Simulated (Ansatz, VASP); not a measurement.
## Te: VASP beside Ansatz

INCAR

```
  PREC = Accurate
  ENCUT = 520
  EDIFF = 1E-6
  ISMEAR = 0
  SIGMA = 0.1
  LREAL = F
  LASPH = T
  NELM = 80
  ALGO = Normal
  ISIF = 2
  LWAVE = F
  LCHARG = F
  GGA = PE
  NBANDS = 13
```

File KPOINTS:

```
regular mesh
0
Gamma
  6 6 4
```

Contents of POSCAR:

```
Te
1.0
    3.7271617629      0.0000000000      0.0000000000
   -1.8635808814      3.2278167706      0.0000000000
    0.0000000000      0.0000000000      6.0493809298
Te
2
Direct
    0.3333333333      0.6666666667      0.2500000000
    0.6666666667      0.3333333333      0.7500000000
```

Input for Ansatz:

```yaml
crystal:
  lattice:
    - [3.7271617629, 0.0, 0.0]
    - [-1.8635808814, 3.2278167706, 0.0]
    - [0.0, 0.0, 6.0493809298]
  atoms:
    - { symbol: Te, position: [0.3333333333, 0.6666666667, 0.25] }
    - { symbol: Te, position: [0.6666666667, 0.3333333333, 0.75] }
basis:
  ecutwfc: 420
kpoints:
  mp_grid: { grid: [6, 6, 4] }
hamiltonian:
  xc: pbe
scf:
  occupations: { method: gaussian, width: 0.1 }
  lower_state_search: "off"
output:
  forces: true
  stress: true
  eigenvalues: true
```

Alike in both runs: task single point; functional PBE; k mesh 6 × 6 × 4; occupations gaussian, width 0.1 eV; no spin polarisation.

```csv
,VASP,Ansatz
version,VASP 6.6.1,Ansatz 0.2.0
potentials or method,"VASP PAW PBE potentials, release 64 (Te), cutoff 520 eV","scalar-relativistic, plane waves, PAW"
valence electrons in the cell,12,32
```

|  | VASP | Ansatz | Ansatz less VASP |
| --- | --- | --- | --- |
| gap on the k mesh at the Fermi level (eV) | none | none | - |
| pressure (GPa) | -7.1 | -7.1 | +0.04 |
| traceless stress, the component that is largest in VASP (GPa) | -2.51 | -2.51 | 0.000 |

A gap of «none» marks a metal or a gap that the smearing closes. With one functional, cell and mesh, what is left measures potentials, basis and numerics. VASP's potentials hold 12 valence electrons a cell and Ansatz's 32, so a difference there can come from the potentials and not from the codes.

Spin-orbit coupling is off throughout.
